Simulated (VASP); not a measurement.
# C (Fd-3m) in VASP: further runs, part 2 of 2

VASP 6.6.1. Earlier steps stand in the parts before.

**3. Single point, r2SCAN**

This run uses another cell than the first one, of 5.62 Å³/atom.

File POSCAR:

```
C
1.0
    0.0000000000      1.7775349200      1.7775349200
    1.7775349200      0.0000000000      1.7775349200
    1.7775349200      1.7775349200      0.0000000000
C
2
Direct
    0.5000000000      0.5000000000      0.5000000000
    0.7500000000      0.7500000000      0.7500000000
```

File INCAR.step1:

```
PREC     = Accurate       # precision mode
ENCUT    = 520            # plane-wave cutoff, eV
ISMEAR   = 0              # smearing method
SIGMA    = 0.01           # smearing width, eV
LREAL    = False          # projectors in reciprocal space
LASPH    = True           # aspherical terms in the spheres
NELM     = 60             # most SCF steps
NBANDS   = 11             # bands
GGA      = PE             # functional
ALGO     = Normal         # electronic algorithm
EDIFF    = 1E-4           # SCF threshold, eV
LWAVE    = True           # write WAVECAR
LCHARG   = False          # write CHGCAR
```

File INCAR.step2:

```
PREC     = Accurate       # precision mode
ENCUT    = 520            # plane-wave cutoff, eV
EDIFF    = 1E-6           # SCF threshold, eV
ISMEAR   = 0              # smearing method
SIGMA    = 0.01           # smearing width, eV
LREAL    = False          # projectors in reciprocal space
LASPH    = True           # aspherical terms in the spheres
NELM     = 60             # most SCF steps
ALGO     = Normal         # electronic algorithm
ISIF     = 2              # what is computed and relaxed
LWAVE    = False          # write WAVECAR
LCHARG   = False          # write CHGCAR
METAGGA  = R2SCAN         # meta-GGA
LMIXTAU  = True         
NBANDS   = 11             # bands
ISTART   = 1
```

File KPOINTS:

```
Automatic mesh
0
Gamma
  12 12 12
```

Potentials or basis: VASP PAW PBE potentials, release 64 (C).

The run is started by

```sh
$ cat potpaw_PBE.64/C/POTCAR > POTCAR
$ cp INCAR.step1 INCAR
$ mpirun -np 1 vasp_std > vasp.out
$ cp INCAR.step2 INCAR
$ mpirun -np 1 vasp_std > vasp.out
```

OUTCAR:

```text
PREC = Accurate
   ENCUT = 520
   EDIFF = 1E-6
   ISMEAR = 0
   LREAL = False
   LASPH = True
   NELM = 60
   ISIF = 2
   METAGGA = R2SCAN
   ISTART = 1

 ion  position               nearest neighbor table
   1  0.500  0.500  0.500-   2 1.54   2 1.54   2 1.54   2 1.54
   2  0.750  0.750  0.750-   1 1.54   1 1.54   1 1.54   1 1.54

  LATTYP: Found a face centered cubic cell.
 ALAT       =     3.5550698400

  Lattice vectors:

 A1 = (   0.0000000000,   1.7775349200,   1.7775349200)
 A2 = (   1.7775349200,   0.0000000000,   1.7775349200)
 A3 = (   1.7775349200,   1.7775349200,   0.0000000000)

Analysis of symmetry for initial positions (statically):
=====================================================================
 Subroutine PRICEL returns:
 Original cell was already a primitive cell.

 Routine SETGRP: Setting up the symmetry group for a
 face centered cubic supercell.

 Subroutine GETGRP returns: Found 48 space group operations
 (whereof 24 operations were pure point group operations)
 out of a pool of 48 trial point group operations.

The static configuration has the point symmetry T_d .
 The point group associated with its full space group is O_h .

Analysis of symmetry for dynamics (positions and initial velocities):
=====================================================================
 Subroutine PRICEL returns:
 Original cell was already a primitive cell.

 Routine SETGRP: Setting up the symmetry group for a
 face centered cubic supercell.

 Subroutine GETGRP returns: Found 48 space group operations
 (whereof 24 operations were pure point group operations)
 out of a pool of 48 trial point group operations.

The dynamic configuration has the point symmetry T_d .
 The point group associated with its full space group is O_h .

 Subroutine INISYM returns: Found 48 space group operations
 (whereof 24 operations are pure point group operations),
 and found     1 'primitive' translations
[... 119 lines left out ...]
   LORBIT       =      0    0 simple, 1 ext, 2 COOP (PROOUT), +10 PAW based schemes
   METAGGA = R2SCAN    functional components
   LHFCALC =     F    Hartree Fock is set to
   AEXX    =    0.0000 exact exchange contribution
   IVDW    =     0    specifies the selected vdW correction
   LEPSILON=     F    determine dielectric tensor
   LRPA    =     F    only Hartree local field effects (RPA)
 non-spin polarized calculation
 Gauss-broadening in eV      SIGMA  =   0.01
  energy-cutoff  :      520.00
  volume of cell :       11.23
 maximum number of plane-waves:       311
   NGX =  9   NGY =  9   NGZ =  9

 number of electron       7.9999999 magnetization

 Free energy of the ion-electron system (eV)
  ---------------------------------------------------
  ext. energy  EPLUGINS =         0.00000000
  ---------------------------------------------------
  free energy    TOTEN  =       -19.65645394 eV

  energy without entropy =      -19.65645394  energy(sigma->0) =      -19.65645394

 E-fermi :  10.0242     XC(G=0): -14.3120

 val. band max:        9.8562519409   @ k =   0.0000   0.0000   0.0000
 cond. band min:      14.2218705616   @ k =   0.3333   0.3333   0.0000
 fundamental gap:      4.3656186207
 Fermi energy:        10.0242109058

 k-point     1 :       0.0000    0.0000    0.0000
  band No.  band energies     occupation
      1     -12.9757      2.00000
      2       9.8562      2.00000
      3       9.8563      2.00000
      4       9.8563      2.00000
      5      15.7188      0.00000
      6      15.7188      0.00000
      7      15.7188      0.00000
      8      23.9109      0.00000
      9      30.3859      0.00000
     10      37.3537      0.00000
     11      37.3537      0.00000
[... 309 lines left out ...]
 k-point    24 :      -0.4167    0.1667    0.0000
  band No.  band energies     occupation
      1      -6.5232      2.00000
      2      -3.4356      2.00000
      3       3.9964      2.00000
      4       6.0138      2.00000
      5      17.8036      0.00000
      6      20.6851      0.00000
      7      21.7031      0.00000
      8      26.3671      0.00000
      9      30.5357      0.00000
     10      35.2409      0.00000
     11      36.0546      0.00000

 [... further k-points ...]

------------------------ aborting loop because EDIFF is reached ----------------------------------------

  FORCE on cell =-STRESS in cart. coord.  units (eV):
  Direction    XX          YY          ZZ          XY          YZ          ZX
  --------------------------------------------------------------------------------------
  -------------------------------------------------------------------------------------
  Total        0.2199377      0.2199377      0.2199377     -0.0000000     -0.0000000      0.0000000
  in kB       31.3708123     31.3708123     31.3708123     -0.0000000     -0.0000000      0.0000000
  external PRESSURE =      31.3708123 kB  Pullay stress =       0.0000000 kB

 VOLUME and BASIS-vectors are now :
 -----------------------------------------------------------------------------
  energy-cutoff  :      520.00
  volume of cell :       11.23
      direct lattice vectors                 reciprocal lattice vectors
     0.000000000  1.777534920  1.777534920    -0.281288426  0.281288426  0.281288426
     1.777534920  0.000000000  1.777534920     0.281288426 -0.281288426  0.281288426
     1.777534920  1.777534920  0.000000000     0.281288426  0.281288426 -0.281288426

 POSITION                                       TOTAL-FORCE (eV/Angst)
 -----------------------------------------------------------------------------------
      1.77753      1.77753      1.77753        -0.000000     -0.000000      0.000000
      2.66630      2.66630      2.66630         0.000000      0.000000     -0.000000
 -----------------------------------------------------------------------------------
    total drift:                                0.000000     -0.000000      0.000000

  FREE ENERGIE OF THE ION-ELECTRON SYSTEM (eV)
  ---------------------------------------------------
  free  energy   TOTEN  =       -19.6564539415 eV

  energy  without entropy=      -19.6564539415  energy(sigma->0) =      -19.65645394
```

OUTCAR.step1:

```text
PREC = Accurate
   ENCUT = 520
   ISMEAR = 0
   LREAL = False
   LASPH = True
[... 559 lines left out ...]
      1.77753      1.77753      1.77753         0.000000     -0.000000     -0.000000
      2.66630      2.66630      2.66630        -0.000000      0.000000      0.000000
 -----------------------------------------------------------------------------------
    total drift:                                0.000000     -0.000000      0.000000

  FREE ENERGIE OF THE ION-ELECTRON SYSTEM (eV)
  ---------------------------------------------------
  free  energy   TOTEN  =       -18.1818407951 eV

  energy  without entropy=      -18.1818407951  energy(sigma->0) =      -18.18184080
```

Wall time 32 s (1 thread of Intel Xeon 8259CL, shared host); peak memory 0.12 GiB.

Results:

```
Free energy            : -19.6565 eV
Pressure               : 3.1 GPa
Band gap on the k mesh : 4.37 eV (least direct gap 5.86 eV)
```

Caveat: the cell stands under pressure; the PAW data sets were made with another functional, which shifts forces and pressure a little. A k mesh can miss the band edges.

**4. Single point, r2SCAN**

This run uses another cell than the first one, of 5.59 Å³/atom.

File POSCAR:

```
C
1.0
    0.0000000000      1.7749543831      1.7749543831
    1.7749543831      0.0000000000      1.7749543831
    1.7749543831      1.7749543831      0.0000000000
C
2
Direct
    0.5000000000      0.5000000000      0.5000000000
    0.7500000000      0.7500000000      0.7500000000
```

File INCAR.step1:

```
PREC     = Accurate       # precision mode
ENCUT    = 520            # plane-wave cutoff, eV
ISMEAR   = 0              # smearing method
SIGMA    = 0.01           # smearing width, eV
LREAL    = F              # projectors in reciprocal space
LASPH    = T              # aspherical terms in the spheres
NELM     = 80             # most SCF steps
NBANDS   = 11             # bands
GGA      = PE             # functional
ALGO     = Normal         # electronic algorithm
EDIFF    = 1E-4           # SCF threshold, eV
LWAVE    = T              # write WAVECAR
LCHARG   = F              # write CHGCAR
```

File INCAR.step2:

```
PREC     = Accurate       # precision mode
ENCUT    = 520            # plane-wave cutoff, eV
EDIFF    = 1E-6           # SCF threshold, eV
ISMEAR   = 0              # smearing method
SIGMA    = 0.01           # smearing width, eV
LREAL    = F              # projectors in reciprocal space
LASPH    = T              # aspherical terms in the spheres
NELM     = 80             # most SCF steps
ALGO     = Normal         # electronic algorithm
ISIF     = 2              # what is computed and relaxed
LWAVE    = F              # write WAVECAR
LCHARG   = F              # write CHGCAR
METAGGA  = R2SCAN         # meta-GGA
LMIXTAU  = T            
NBANDS   = 11             # bands
ISTART   = 1
```

File KPOINTS:

```
regular mesh
0
Gamma
  12 12 12
```

The run is started by

```sh
$ cat potpaw_PBE.64/C/POTCAR > POTCAR
$ cp INCAR.step1 INCAR
$ mpirun -np 1 vasp_std > vasp.out
$ cp INCAR.step2 INCAR
$ mpirun -np 1 vasp_std > vasp.out
```

Wall time 37 s (1 thread of Intel Xeon 8259CL, shared host); peak memory 0.12 GiB.

Results (log left out):

* Free energy: -19.6550 eV
* Pressure: 5.2 GPa
* Band gap on the k mesh: 4.38 eV (least direct gap 5.87 eV)

Levels at points of the mesh, in eV from the valence-band top:
| k point | band 1 | band 2 | band 3 | band 4 | band 5 | band 6 | band 7 | band 8 |
| --- | --- | --- | --- | --- | --- | --- | --- | --- |
| (0.00, 0.00, 0.00) | -22.89 | 0.00 | 0.00 | 0.00 | 5.87 | 5.87 | 5.87 | 14.16 |
| (0.50, 0.00, 0.00) | -16.86 | -14.21 | -3.02 | -3.02 | 8.94 | 8.94 | 9.33 | 16.84 |
| (0.50, 0.50, 0.00) | -13.69 | -13.69 | -6.75 | -6.75 | 5.03 | 5.03 | 18.10 | 18.10 |

Caveat: the cell stands under pressure; the PAW data sets were made with another functional, which shifts forces and pressure a little.

**5. Overview**

| cell | gap on the mesh (eV) | pressure (GPa) |
| --- | --- | --- |
| a = 2.516 Å, angles 60.0°, 2 atoms | 4.36 | 2.1 |
| a = 2.514 Å, angles 60.0°, 2 atoms | 4.37 | 3.1 |
| a = 2.510 Å, angles 60.0°, 2 atoms | 4.38 | 5.2 |

Alike in all rows: task single point; level r2SCAN; potentials or basis VASP PAW PBE potentials, release 64 (C); no spin polarisation; k mesh 12 × 12 × 12; cutoff (eV) 520; smearing gaussian 0.01 eV.

Caveats: the PAW data sets were made with another functional, which shifts forces and pressure a little; the cell stands under pressure (at least some runs).

Total energies depend on the potentials used, so only differences within one code and one set of settings carry meaning.
